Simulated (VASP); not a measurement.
# Pb (I4/mmm) in VASP: single point with LDA

Aim: the single point of Pb with LDA.

All numbers are computed with VASP 6.6.1; they aren't measurements. Logs are shortened: lines on timing, memory, paths and dates and some standing lists are left out, and cuts for length are marked.

## 1. The cell of the first run

It takes space group I4/mmm (No. 139, tetragonal). Conventional cell: a = 3.436 Å, b = 3.436 Å, c = 5.103 Å, α = 90.00°, β = 90.00°, γ = 90.00°. Pb (site symmetry 4/mmm) has 12 Pb at 3.44 to 3.52 Å within 4.5 Å.

## 2. Single point, LDA

INCAR

```
SYSTEM = Pb
PREC = Accurate ; ENCUT = 520
EDIFF = 1E-7 ; ISMEAR = 0
SIGMA = 0.15 ; LREAL = .False.
LASPH = .True. ; NELM = 100
ALGO = Fast ; ISIF = 2
LWAVE = .False. ; LCHARG = .True.
LELF = .True. ; LVHAR = .True.
NBANDS = 13
```

KPOINTS

```
regular mesh
0
Gamma
  18 18 18
  0 0 0
```

POSCAR

```
Pb
1.0
    0.0000000000      2.4299575490      2.5514554264
    2.4299575490      0.0000000000      2.5514554264
    2.4299575490      2.4299575490      0.0000000000
Pb
1
Direct
    0.0000000000      0.0000000000      0.0000000000
```

Potentials or basis: VASP PAW LDA potentials, release 64 (Pb_d).

Run with:

```
$ cat potpaw_LDA.64/Pb_d/POTCAR > POTCAR
$ mpirun -np 1 vasp_std > vasp.out
```

OUTCAR:

```text
SYSTEM = Pb
   PREC = Accurate
   ENCUT = 520
   EDIFF = 1E-7
   ISMEAR = 0
   LREAL = .False.
   LASPH = .True.
   NELM = 100
   ISIF = 2

 ion  position               nearest neighbor table
   1  0.000  0.000  0.000-

  LATTYP: Found a body centered tetragonal cell.
 ALAT       =     3.4364789218
 C/A-ratio  =     1.4849242405

  Lattice vectors:

 A1 = (  -2.4299575490,   0.0000000000,   2.5514554264)
 A2 = (   2.4299575490,   0.0000000000,   2.5514554264)
 A3 = (   0.0000000000,   2.4299575490,  -2.5514554264)

Analysis of symmetry for initial positions (statically):
=====================================================================
 Subroutine PRICEL returns:
 Original cell was already a primitive cell.

 Routine SETGRP: Setting up the symmetry group for a
 body centered tetragonal supercell.

 Subroutine GETGRP returns: Found 16 space group operations
 (whereof 16 operations were pure point group operations)
 out of a pool of 16 trial point group operations.

The static configuration has the point symmetry D_4h.

Analysis of symmetry for dynamics (positions and initial velocities):
=====================================================================
 Subroutine PRICEL returns:
 Original cell was already a primitive cell.

 Routine SETGRP: Setting up the symmetry group for a
 body centered tetragonal supercell.

 Subroutine GETGRP returns: Found 16 space group operations
 (whereof 16 operations were pure point group operations)
 out of a pool of 16 trial point group operations.

The dynamic configuration has the point symmetry D_4h.

 Subroutine INISYM returns: Found 16 space group operations
 (whereof 16 operations are pure point group operations),
 and found     1 'primitive' translations

----------------------------------------------------------------------------------------

                                     Primitive cell

  volume of cell :      30.1311

  direct lattice vectors                    reciprocal lattice vectors
     0.000000000  2.429957549  2.551455426    -0.205764911  0.205764911  0.195966582
     2.429957549  0.000000000  2.551455426     0.205764911 -0.205764911  0.195966582
     2.429957549  2.429957549  0.000000000     0.205764911  0.205764911 -0.195966582

  length of vectors
     3.523438446  3.523438446  3.436478922     0.350829444  0.350829444  0.350829444

  position of ions in fractional coordinates (direct lattice)
     0.000000000  0.000000000  0.000000000

  ion indices of the primitive-cell ions
   primitive index   ion index
                 1           1

----------------------------------------------------------------------------------------

 KPOINTS: regular mesh

Automatic generation of k-mesh.
 Grid dimensions read from file:
 generate k-points for:   18   18   18

 Generating k-lattice:

  Cartesian coordinates                     Fractional coordinates (reciprocal lattice)
    -0.011431384  0.011431384  0.010887032     0.055555556  0.000000000  0.000000000
     0.011431384 -0.011431384  0.010887032     0.000000000  0.055555556  0.000000000
     0.011431384  0.011431384 -0.010887032     0.000000000  0.000000000  0.055555556

  Length of vectors
     0.019490525  0.019490525  0.019490525

  Shift w.r.t. Gamma in fractional coordinates (k-lattice)
     0.000000000  0.000000000  0.000000000

 Subroutine IBZKPT returns following result:
 ===========================================

 Found    480 irreducible k-points:

 Following reciprocal coordinates:
            Coordinates               Weight
  0.000000  0.000000  0.000000      1.000000
  0.055556  0.000000  0.000000      8.000000
  0.111111  0.000000  0.000000      8.000000
  0.166667  0.000000  0.000000      8.000000
  0.222222 -0.000000  0.000000      8.000000
  0.277778 -0.000000  0.000000      8.000000
[... 16 lines left out ...]
 -0.277778  0.055556  0.000000      8.000000
 -0.222222  0.055556  0.000000      8.000000
 [... further k-points ...]
   k-points           NKPTS =    480   k-points in BZ     NKDIM =    480   number of bands    NBANDS=     13
   number of dos      NEDOS =    301   number of ions     NIONS =      1
   total plane-waves  NPLWV =  21952
   dimension x,y,z NGX =    28 NGY =   28 NGZ =   28
   dimension x,y,z NGXF=    56 NGYF=   56 NGZF=   56
   ions per type =               1
   NGX,Y,Z   is equivalent  to a cutoff of  13.21, 13.21, 13.55 a.u.
   NGXF,Y,Z  is equivalent  to a cutoff of  26.42, 26.42, 27.09 a.u.
 SYSTEM =  Pb
   PREC   = accura    normal or accurate (medium, high low for compatibility)
   ISTART =      0    job   : 0-new  1-cont  2-samecut
   ICHARG =      2    charge: 1-file 2-atom 10-const
   ISPIN  =      1    spin polarized calculation?
   LNONCOLLINEAR =      F non collinear calculations
   LSORBIT =      F    spin-orbit coupling
   LASPH  =      T    aspherical Exc in radial PAW
   ENCUT  =  520.0 eV  38.22 Ry    6.18 a.u.   6.55  6.55  6.39*2*pi/ulx,y,z
   NELM   =    100;   NELMIN=  2; NELMDL= -5     # of ELM steps
   EDIFF  = 0.1E-06   stopping-criterion for ELM
   LREAL  =      F    real-space projection
   EDIFFG = 0.1E-05   stopping-criterion for IOM
   NSW    =      0    number of steps for IOM
   IBRION =     -1    ionic relax: 0-MD 1-quasi-New 2-CG
   NFREE  =      0    steps in history (QN), initial steepest desc. (CG)
   ISIF   =      2    stress and relaxation
   ISYM   =      2    0-nonsym 1-usesym 2-fastsym
   POTIM  = 0.5000    time-step for ionic-motion
   TEBEG  =    0.0;   TEEND  =   0.0 temperature during run
   PSTRESS=    0.0 pullay stress
   NELECT =      14.0000    total number of electrons
   NUPDOWN=      -1.0000    fix difference up-down
   EMIN   =  10.00;   EMAX   =-10.00  energy-range for DOS
   EFERMI =   0.00;   METHOD = LEGACY
   ISMEAR =     0;   SIGMA  =   0.15  broadening in eV -4-tet -1-fermi 0-gaus
   EFERMI_NEDOS =   21; number of points for ismear=-14 and -15
   IALGO  =     68    algorithm
   IMIX   =      4    mixing-type and parameters
     AMIX     =   0.40;   BMIX     =  1.00
     AMIX_MAG =   1.60;   BMIX_MAG =  1.00
  volume/ion in A,a.u.               =      30.13       203.33
  Fermi-wavevector in a.u.,A,eV,Ry     =   1.267980  2.396135 21.875082  1.607773
  Thomas-Fermi vector in A             =   2.401099
   LORBIT       =      0    0 simple, 1 ext, 2 COOP (PROOUT), +10 PAW based schemes
   GGA     = CA    functional components
   LHFCALC =     F    Hartree Fock is set to
   AEXX    =    0.0000 exact exchange contribution
   IVDW    =     0    specifies the selected vdW correction
   LEPSILON=     F    determine dielectric tensor
   LRPA    =     F    only Hartree local field effects (RPA)
 non-spin polarized calculation
 RMM-DIIS sequential band-by-band and
 Gauss-broadening in eV      SIGMA  =   0.15
  energy-cutoff  :      520.00
  volume of cell :       30.13
 maximum number of plane-waves:       828
 NGX is ok and might be reduce to    28
   NGX = 13   NGY = 13   NGZ = 13

 number of electron      13.9999997 magnetization

 Free energy of the ion-electron system (eV)
  ---------------------------------------------------
  ext. energy  EPLUGINS =         0.00000000
  ---------------------------------------------------
  free energy    TOTEN  =        -4.24911908 eV

  energy without entropy =       -4.24310040  energy(sigma->0) =       -4.24610974

 E-fermi :   7.1148     XC(G=0): -10.4849

 val. band max:        7.0939358199   @ k =   0.3889   0.2778   0.0556
 cond. band min:       7.1174719409   @ k =  -0.4444   0.3333   0.2222
 fundamental gap:      0.0235361210
 Fermi energy:         7.1147979658

 k-point     1 :       0.0000    0.0000    0.0000
  band No.  band energies     occupation
      1      -9.9778      2.00000
      2      -9.9117      2.00000
      3      -9.9117      2.00000
      4      -9.8181      2.00000
      5      -9.7612      2.00000
      6      -4.7303      2.00000
      7      14.4570      0.00000
      8      14.4570      0.00000
      9      14.5228      0.00000
     10      16.9352      0.00000
     11      18.6371      0.00000
     12      19.6208      0.00000
     13      19.6877      0.00000

 k-point     2 :       0.0556    0.0000    0.0000
  band No.  band energies     occupation
      1      -9.9737      2.00000
      2      -9.9110      2.00000
      3      -9.9073      2.00000
      4      -9.8176      2.00000
      5      -9.7624      2.00000
      6      -4.6706      2.00000
      7      13.7140      0.00000
      8      14.4002      0.00000
      9      14.4055      0.00000
     10      16.7735      0.00000
     11      18.9860      0.00000
     12      19.7702      0.00000
     13      19.8103      0.00000

 k-point     3 :       0.1111    0.0000    0.0000
  band No.  band energies     occupation
      1      -9.9637      2.00000
      2      -9.9093      2.00000
      3      -9.8956      2.00000
      4      -9.8144      2.00000
      5      -9.7648      2.00000
      6      -4.4910      2.00000
      7      12.1400      0.00000
      8      14.1415      0.00000
      9      14.2458      0.00000
     10      16.5495      0.00000
     11      19.5240      0.00000
     12      19.7243      0.00000
     13      20.1620      0.00000
[... 305 lines left out ...]
 k-point    23 :      -0.2778    0.0556    0.0000
  band No.  band energies     occupation
      1      -9.9450      2.00000
      2      -9.9258      2.00000
      3      -9.8724      2.00000
      4      -9.7431      2.00000
      5      -9.7119      2.00000
      6      -2.9708      2.00000
      7       6.4903      2.00000
      8      11.8848      0.00000
      9      13.8905      0.00000
     10      16.5755      0.00000
     11      18.0959      0.00000
     12      19.2435      0.00000
     13      19.3634      0.00000

 k-point    24 :      -0.2222    0.0556    0.0000
  band No.  band energies     occupation
      1      -9.9395      2.00000
      2      -9.9199      2.00000
      3      -9.8685      2.00000
      4      -9.7674      2.00000
      5      -9.7480      2.00000
      6      -3.5366      2.00000
      7       8.0624      0.00000
      8      12.2079      0.00000
      9      14.1940      0.00000
     10      16.6422      0.00000
     11      18.7191      0.00000
     12      19.6275      0.00000
     13      19.7985      0.00000

 [... further k-points ...]

------------------------ aborting loop because EDIFF is reached ----------------------------------------

  FORCE on cell =-STRESS in cart. coord.  units (eV):
  Direction    XX          YY          ZZ          XY          YZ          ZX
  --------------------------------------------------------------------------------------
  -------------------------------------------------------------------------------------
  Total       -0.3004305     -0.3004305     -0.3325197      0.0000000      0.0000000      0.0000000
  in kB      -15.9749399    -15.9749399    -17.6812369      0.0000000      0.0000000      0.0000000
  external PRESSURE =     -16.5437056 kB  Pullay stress =       0.0000000 kB

 VOLUME and BASIS-vectors are now :
 -----------------------------------------------------------------------------
  energy-cutoff  :      520.00
  volume of cell :       30.13
      direct lattice vectors                 reciprocal lattice vectors
     0.000000000  2.429957549  2.551455426    -0.205764911  0.205764911  0.195966582
     2.429957549  0.000000000  2.551455426     0.205764911 -0.205764911  0.195966582
     2.429957549  2.429957549  0.000000000     0.205764911  0.205764911 -0.195966582

 POSITION                                       TOTAL-FORCE (eV/Angst)
 -----------------------------------------------------------------------------------
      0.00000      0.00000      0.00000        -0.000000      0.000000     -0.000000
 -----------------------------------------------------------------------------------
    total drift:                               -0.000000     -0.000000     -0.000000

  FREE ENERGIE OF THE ION-ELECTRON SYSTEM (eV)
  ---------------------------------------------------
  free  energy   TOTEN  =        -4.2491190807 eV

  energy  without entropy=       -4.2431004033  energy(sigma->0) =       -4.24610974
```

Run time: 97 s. Hardware: 1 thread of Intel Xeon 6975P-C (Granite Rapids), shared host; peak memory 0.28 GiB.

Results:

| Item | Value |
| --- | --- |
| Free energy | -4.2491 eV |
| Pressure | -1.7 GPa |
| Band gap on the k mesh | zero (band 7 reaches 14.46 eV, above the bottom of band 8 at 5.32 eV) |

Stress tensor (GPa, compression positive):
```
-1.60  0.00  0.00
 0.00 -1.60  0.00
 0.00  0.00 -1.77
```

Levels at points of the mesh, in eV from the Fermi level:
```tsv
k point	band 4	band 5	band 6	band 7	band 8	band 9	band 10	band 11
(0.00, 0.00, 0.00)	-16.93	-16.88	-11.85	7.34	7.34	7.41	9.82	11.52
(0.50, 0.00, 0.00)	-16.78	-16.75	-8.19	-4.26	5.06	5.93	9.36	9.36
(0.50, 0.50, 0.00)	-16.74	-16.74	-7.14	-3.58	2.39	2.39	5.84	7.07
(0.50, 0.00, 0.50)	-16.75	-16.70	-6.58	-3.20	1.64	1.96	5.28	6.55
```

Caveat: spin-orbit coupling is left out, which moves the levels of the heavy elements.
